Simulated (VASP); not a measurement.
Write the native input for VASP 6.6.1 that does the following.

* Task: single point
* Functional: PBE
* Potentials or basis: VASP PAW PBE potentials, release 64 (Na_pv, Cl)
* Cutoff: 520 eV
* k mesh: 6 × 6 × 6
* Occupations: gaussian, width 0.01 eV
* Spin: no spin polarisation
* Dipole correction: no
* Further INCAR settings: ALGO = Normal; EDIFF = 1e-06; NBANDS = 22

The structure of NaCl lies in POSCAR:

```
NaCl
1.0
    4.7210750178      0.0000000000      0.0000000000
   -2.3605375089      4.0885708986      0.0000000000
    0.0000000000      0.0000000000      5.5694823948
Na Cl
2 2
Direct
    0.3333333333      0.6666666667     -0.0624973391
    0.6666666667      0.3333333333      0.4375026609
    0.3333333333      0.6666666667      0.4374973391
    0.6666666667      0.3333333333      0.9374973391
```

The input as run:

INCAR

```
PREC = Accurate
ENCUT = 520
EDIFF = 1E-6
ISMEAR = 0
SIGMA = 0.01
LREAL = False
LASPH = True
NELM = 80
ALGO = Normal
ISIF = 2
LWAVE = False
LCHARG = False
GGA = PE
NBANDS = 22
```

KPOINTS

```
Automatic mesh
0
Gamma
  6 6 6
```

Potentials or basis: VASP PAW PBE potentials, release 64 (Na_pv, Cl).

Command:

```sh
$ cat potpaw_PBE.64/Na_pv/POTCAR potpaw_PBE.64/Cl/POTCAR > POTCAR
$ mpirun -np 1 vasp_std > vasp.out
```

Results of the run:

| Item | Value |
| --- | --- |
| Pressure | 0.8 GPa |
| Band gap on the k mesh | 4.84 eV |

Run time: 24 s on 1 thread of Intel(R) Xeon(R) 6975P-C (Granite Rapids), on a shared host, peak memory 0.23 GiB.
